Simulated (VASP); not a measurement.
# Ti (I4/mmm) in VASP: further runs

Runs on Ti. Level: PBEsol. Tasks: single point.

Everything below comes from runs of VASP 6.6.1. Logs are shortened: lines on timing, memory, paths and dates and some standing lists are left out, and cuts for length are marked.

### 1 The cell of the first run

Symmetry: I4/mmm, No. 139, tetragonal system. Conventional cell: a = 3.282 Å, b = 3.282 Å, c = 3.315 Å, α = 90.00°, β = 90.00°, γ = 90.00°. Within 3.8 Å of Ti (site symmetry 4/mmm) lie 14 Ti at 2.85 to 3.31 Å.

This isn't the form of Ti at room conditions, which is hcp.

### 2 Single point, PBEsol (zz strain of +1 %)

The input, INCAR:

```
SYSTEM = Ti
ALGO     = Normal         ! electronic algorithm
EDIFF    = 1E-7           ! SCF threshold, eV
ENCUT    = 520            ! plane-wave cutoff, eV
GGA      = PS             ! functional
ISIF     = 2              ! what is computed and relaxed
ISMEAR   = -1             ! smearing method
LASPH    = .True.         ! aspherical terms in the spheres
LCHARG   = .False.        ! write CHGCAR
LREAL    = .False.        ! projectors in reciprocal space
LWAVE    = .False.        ! write WAVECAR
NBANDS   = 12             ! bands
NELM     = 100            ! most SCF steps
PREC     = Accurate       ! precision mode
SIGMA    = 0.05           ! smearing width, eV
```

The input, KPOINTS:

```
k-points
0
Gamma
  14 14 14
  0 0 0
```

The input, POSCAR:

```
Ti
1.0
   -1.6410000000      1.6410000000      1.6574100000
    1.6410000000     -1.6410000000      1.6574100000
    1.6410000000      1.6410000000     -1.6574100000
Ti
1
Direct
    0.0000000000      0.0000000000      0.0000000000
```

Potentials or basis: VASP PAW PBE potentials, release 64 (Ti_sv).

On the command line:

```
> cat potpaw_PBE.64/Ti_sv/POTCAR > POTCAR
> mpirun -np 1 vasp_std > vasp.out
```

OUTCAR:

```text
SYSTEM = Ti
   EDIFF = 1E-7
   ENCUT = 520
   GGA = PS
   ISIF = 2
   ISMEAR = -1
   LASPH = .True.
   LREAL = .False.
   NELM = 100
   PREC = Accurate

 ion  position               nearest neighbor table
   1  0.000  0.000  0.000-

  LATTYP: Found a body centered tetragonal cell.
 ALAT       =     3.2820000000
 C/A-ratio  =     1.0100000000

  Lattice vectors:

 A1 = (  -1.6410000000,   1.6410000000,   1.6574100000)
 A2 = (   1.6410000000,  -1.6410000000,   1.6574100000)
 A3 = (   1.6410000000,   1.6410000000,  -1.6574100000)

Analysis of symmetry for initial positions (statically):
=====================================================================
 Subroutine PRICEL returns:
 Original cell was already a primitive cell.

 Routine SETGRP: Setting up the symmetry group for a
 body centered tetragonal supercell.

 Subroutine GETGRP returns: Found 16 space group operations
 (whereof 16 operations were pure point group operations)
 out of a pool of 16 trial point group operations.

The static configuration has the point symmetry D_4h.

Analysis of symmetry for dynamics (positions and initial velocities):
=====================================================================
 Subroutine PRICEL returns:
 Original cell was already a primitive cell.

 Routine SETGRP: Setting up the symmetry group for a
 body centered tetragonal supercell.

 Subroutine GETGRP returns: Found 16 space group operations
 (whereof 16 operations were pure point group operations)
 out of a pool of 16 trial point group operations.

The dynamic configuration has the point symmetry D_4h.

 Subroutine INISYM returns: Found 16 space group operations
 (whereof 16 operations are pure point group operations),
 and found     1 'primitive' translations

----------------------------------------------------------------------------------------

                                     Primitive cell

  volume of cell :      17.8528

  direct lattice vectors                    reciprocal lattice vectors
    -1.641000000  1.641000000  1.657410000     0.000000000  0.304692261  0.301675506
     1.641000000 -1.641000000  1.657410000     0.304692261  0.000000000  0.301675506
     1.641000000  1.641000000 -1.657410000     0.304692261  0.304692261  0.000000000

  length of vectors
     2.851801169  2.851801169  2.851801169     0.428772066  0.428772066  0.430899928

  position of ions in fractional coordinates (direct lattice)
     0.000000000  0.000000000  0.000000000

  ion indices of the primitive-cell ions
   primitive index   ion index
                 1           1

----------------------------------------------------------------------------------------

 KPOINTS: k-points

Automatic generation of k-mesh.
 Grid dimensions read from file:
 generate k-points for:   14   14   14

 Generating k-lattice:

  Cartesian coordinates                     Fractional coordinates (reciprocal lattice)
     0.000000000  0.021763733  0.021548250     0.071428571  0.000000000  0.000000000
     0.021763733  0.000000000  0.021548250     0.000000000  0.071428571  0.000000000
     0.021763733  0.021763733  0.000000000     0.000000000  0.000000000  0.071428571

  Length of vectors
     0.030626576  0.030626576  0.030778566

  Shift w.r.t. Gamma in fractional coordinates (k-lattice)
     0.000000000  0.000000000  0.000000000

 Subroutine IBZKPT returns following result:
 ===========================================

 Found    244 irreducible k-points:

 Following reciprocal coordinates:
            Coordinates               Weight
  0.000000  0.000000  0.000000      1.000000
  0.071429  0.000000  0.000000      8.000000
  0.142857  0.000000  0.000000      8.000000
  0.214286  0.000000 -0.000000      8.000000
  0.285714  0.000000 -0.000000      8.000000
  0.357143  0.000000  0.000000      8.000000
[... 16 lines left out ...]
  0.214286  0.142857  0.000000     16.000000
  0.285714  0.142857 -0.000000     16.000000
 [... further k-points ...]
   k-points           NKPTS =    244   k-points in BZ     NKDIM =    244   number of bands    NBANDS=     12
   number of dos      NEDOS =    301   number of ions     NIONS =      1
   total plane-waves  NPLWV =  13824
   dimension x,y,z NGX =    24 NGY =   24 NGZ =   24
   dimension x,y,z NGXF=    48 NGYF=   48 NGZF=   48
   ions per type =               1
   NGX,Y,Z   is equivalent  to a cutoff of  13.99, 13.99, 13.99 a.u.
   NGXF,Y,Z  is equivalent  to a cutoff of  27.98, 27.98, 27.98 a.u.
 SYSTEM =  Ti
   PREC   = accura    normal or accurate (medium, high low for compatibility)
   ISTART =      0    job   : 0-new  1-cont  2-samecut
   ICHARG =      2    charge: 1-file 2-atom 10-const
   ISPIN  =      1    spin polarized calculation?
   LNONCOLLINEAR =      F non collinear calculations
   LSORBIT =      F    spin-orbit coupling
   LASPH  =      T    aspherical Exc in radial PAW
   ENCUT  =  520.0 eV  38.22 Ry    6.18 a.u.   5.30  5.30  5.30*2*pi/ulx,y,z
   NELM   =    100;   NELMIN=  2; NELMDL= -5     # of ELM steps
   EDIFF  = 0.1E-06   stopping-criterion for ELM
   LREAL  =      F    real-space projection
   EDIFFG = 0.1E-05   stopping-criterion for IOM
   NSW    =      0    number of steps for IOM
   IBRION =     -1    ionic relax: 0-MD 1-quasi-New 2-CG
   NFREE  =      0    steps in history (QN), initial steepest desc. (CG)
   ISIF   =      2    stress and relaxation
   ISYM   =      2    0-nonsym 1-usesym 2-fastsym
   POTIM  = 0.5000    time-step for ionic-motion
   TEBEG  =    0.0;   TEEND  =   0.0 temperature during run
   PSTRESS=    0.0 pullay stress
   NELECT =      12.0000    total number of electrons
   NUPDOWN=      -1.0000    fix difference up-down
   EMIN   =  10.00;   EMAX   =-10.00  energy-range for DOS
   EFERMI =   0.00;   METHOD = LEGACY
   ISMEAR =    -1;   SIGMA  =   0.05  broadening in eV -4-tet -1-fermi 0-gaus
   EFERMI_NEDOS =   21; number of points for ismear=-14 and -15
   IALGO  =     38    algorithm
   IMIX   =      4    mixing-type and parameters
     AMIX     =   0.40;   BMIX     =  1.00
     AMIX_MAG =   1.60;   BMIX_MAG =  1.00
  volume/ion in A,a.u.               =      17.85       120.48
  Fermi-wavevector in a.u.,A,eV,Ry     =   1.434056  2.709974 27.980620  2.056518
  Thomas-Fermi vector in A             =   2.553507
   LORBIT       =      0    0 simple, 1 ext, 2 COOP (PROOUT), +10 PAW based schemes
   GGA     = PS    functional components
   LHFCALC =     F    Hartree Fock is set to
   AEXX    =    0.0000 exact exchange contribution
   IVDW    =     0    specifies the selected vdW correction
   LEPSILON=     F    determine dielectric tensor
   LRPA    =     F    only Hartree local field effects (RPA)
 non-spin polarized calculation
  energy-cutoff  :      520.00
  volume of cell :       17.85
 maximum number of plane-waves:       490
 NGX is ok and might be reduce to    24
   NGX = 11   NGY = 11   NGZ = 11

 number of electron      12.0000002 magnetization

 Free energy of the ion-electron system (eV)
  ---------------------------------------------------
  ext. energy  EPLUGINS =         0.00000000
  ---------------------------------------------------
  free energy    TOTEN  =        -8.20998362 eV

  energy without entropy =       -8.18907345  energy(sigma->0) =       -8.19952853

 E-fermi :   7.6676     XC(G=0): -11.5015

 val. band max:        7.6641774665   @ k =   0.2143   0.0714   0.0714
 cond. band min:       7.6713771010   @ k =   0.3571   0.1429   0.1429
 fundamental gap:      0.0071996346
 Fermi energy:         7.6675862035

 k-point     1 :       0.0000    0.0000    0.0000
  band No.  band energies     occupation
      1     -48.6793      2.00000
      2     -24.6607      2.00000
      3     -24.6607      2.00000
      4     -24.6597      2.00000
      5       1.7842      2.00000
      6       8.6108      0.00000
      7       8.6108      0.00000
      8       8.6782      0.00000
      9      10.3049      0.00000
     10      10.3838      0.00000
     11      24.7871      0.00000
     12      24.9598      0.00000

 k-point     2 :       0.0714    0.0000    0.0000
  band No.  band energies     occupation
      1     -48.6734      2.00000
      2     -24.6924      2.00000
      3     -24.6706      2.00000
      4     -24.6603      2.00000
      5       1.9539      2.00000
      6       8.5641      0.00000
      7       8.5900      0.00000
      8       8.7717      0.00000
      9      10.2297      0.00000
     10      10.3749      0.00000
     11      24.5682      0.00000
     12      24.8662      0.00000

 k-point     3 :       0.1429    0.0000    0.0000
  band No.  band energies     occupation
      1     -48.6570      2.00000
      2     -24.7816      2.00000
      3     -24.6981      2.00000
      4     -24.6606      2.00000
      5       2.4439      2.00000
      6       8.3637      0.00000
      7       8.4852      0.00000
      8       9.1231      0.00000
      9      10.0706      0.00000
     10      10.3846      0.00000
     11      23.6486      0.00000
     12      24.5610      0.00000

 k-point     4 :       0.2143    0.0000   -0.0000
  band No.  band energies     occupation
      1     -48.6332      2.00000
      2     -24.9088      2.00000
      3     -24.7377      2.00000
      4     -24.6611      2.00000
      5       3.1912      2.00000
      6       8.0848      0.00048
      7       8.2473      0.00002
      8       9.6742      0.00000
      9      10.0121      0.00000
     10      10.4198      0.00000
     11      22.0688      0.00000
     12      23.7542      0.00000

 k-point     5 :       0.2857    0.0000   -0.0000
  band No.  band energies     occupation
      1     -48.6066      2.00000
      2     -25.0475      2.00000
      3     -24.7813      2.00000
      4     -24.6615      2.00000
      5       4.0627      2.00000
      6       7.7937      0.14862
      7       8.0045      0.00237
      8      10.0921      0.00000
      9      10.3541      0.00000
     10      10.4823      0.00000
     11      20.1356      0.00000
     12      22.7119      0.00000
[... 228 lines left out ...]
      1     -48.6734      2.00000
      2     -24.6928      2.00000
      3     -24.6698      2.00000
      4     -24.6610      2.00000
      5       1.9556      2.00000
      6       8.5322      0.00000
      7       8.6541      0.00000
      8       8.7342      0.00000
      9      10.2967      0.00000
     10      10.3122      0.00000
     11      24.6665      0.00000
     12      24.9242      0.00000

 k-point    22 :       0.1429    0.1429    0.0000
  band No.  band energies     occupation
      1     -48.6208      2.00000
      2     -24.9614      2.00000
      3     -24.7453      2.00000
      4     -24.6871      2.00000
      5       3.6149      2.00000
      6       7.9749      0.00428
      7       8.0385      0.00120
      8       9.8689      0.00000
      9      10.0782      0.00000
     10      10.5437      0.00000
     11      22.0137      0.00000
     12      22.4985      0.00000

 k-point    23 :       0.2143    0.1429    0.0000
  band No.  band energies     occupation
      1     -48.5968      2.00000
      2     -25.0678      2.00000
      3     -24.7957      2.00000
      4     -24.6948      2.00000
      5       4.4626      2.00000
      6       7.6490      1.18409
      7       7.8371      0.06524
      8       9.9331      0.00000
      9      10.5854      0.00000
     10      10.8385      0.00000
     11      20.3095      0.00000
     12      21.4304      0.00000

 k-point    24 :       0.2857    0.1429   -0.0000
  band No.  band energies     occupation
      1     -48.5750      2.00000
      2     -25.1594      2.00000
      3     -24.8473      2.00000
      4     -24.6986      2.00000
      5       5.2185      2.00000
      6       7.4492      1.97497
      7       7.7372      0.39801
      8      10.0921      0.00000
      9      10.6552      0.00000
     10      11.6022      0.00000
     11      18.3608      0.00000
     12      20.6748      0.00000

 [... further k-points ...]
[... 5 lines left out ...]
  --------------------------------------------------------------------------------------
  -------------------------------------------------------------------------------------
  Total       -0.8670227     -0.8670227     -0.8376128      0.0000000      0.0000000      0.0000000
  in kB      -77.8097377    -77.8097377    -75.1703868      0.0000000      0.0000000      0.0000000
  external PRESSURE =     -76.9299541 kB  Pullay stress =       0.0000000 kB

 VOLUME and BASIS-vectors are now :
 -----------------------------------------------------------------------------
  energy-cutoff  :      520.00
  volume of cell :       17.85
      direct lattice vectors                 reciprocal lattice vectors
    -1.641000000  1.641000000  1.657410000     0.000000000  0.304692261  0.301675506
     1.641000000 -1.641000000  1.657410000     0.304692261  0.000000000  0.301675506
     1.641000000  1.641000000 -1.657410000     0.304692261  0.304692261  0.000000000

 POSITION                                       TOTAL-FORCE (eV/Angst)
 -----------------------------------------------------------------------------------
      0.00000      0.00000      0.00000         0.000000      0.000000      0.000000
 -----------------------------------------------------------------------------------
    total drift:                                0.000000      0.000000      0.000000

  FREE ENERGIE OF THE ION-ELECTRON SYSTEM (eV)
  ---------------------------------------------------
  free  energy   TOTEN  =        -8.2099836158 eV

  energy  without entropy=       -8.1890734537  energy(sigma->0) =       -8.19952853
```

Wall time 65 s (1 thread of Intel Xeon 8259CL, shared host); peak memory 0.17 GiB.

What came out:

* Free energy: -8.2100 eV
* Pressure: -7.7 GPa
* Band gap on the k mesh: zero (bands 6 and 7 overlap by 1.57 eV)

Stress tensor (GPa, compression positive):
```
-7.78  0.00  0.00
 0.00 -7.78  0.00
 0.00  0.00 -7.52
```

Levels at points of the mesh, in eV from the Fermi level:
```tsv
k point	band 2	band 3	band 4	band 5	band 6	band 7	band 8	band 9	band 10	band 11
(0.00, 0.00, 0.00)	-32.33	-32.33	-32.33	-5.88	0.94	0.94	1.01	2.64	2.72	17.12
(0.50, 0.00, 0.00)	-32.95	-32.52	-32.33	-2.39	-0.34	1.06	2.63	2.99	4.14	8.46
(0.50, 0.50, 0.00)	-32.95	-32.53	-32.34	-2.39	-0.42	1.12	2.71	3.02	4.15	8.53
(0.50, 0.50, 0.50)	-32.77	-32.75	-32.75	-2.02	-1.99	3.80	3.81	3.81	7.96	8.23
```

Caveat: the cell differs from its parent crystal (zz strain of +1 %); the cell stands under tension; the PAW data sets were made with another functional, which shifts forces and pressure a little.

(Part 1 of 3 ends here.)
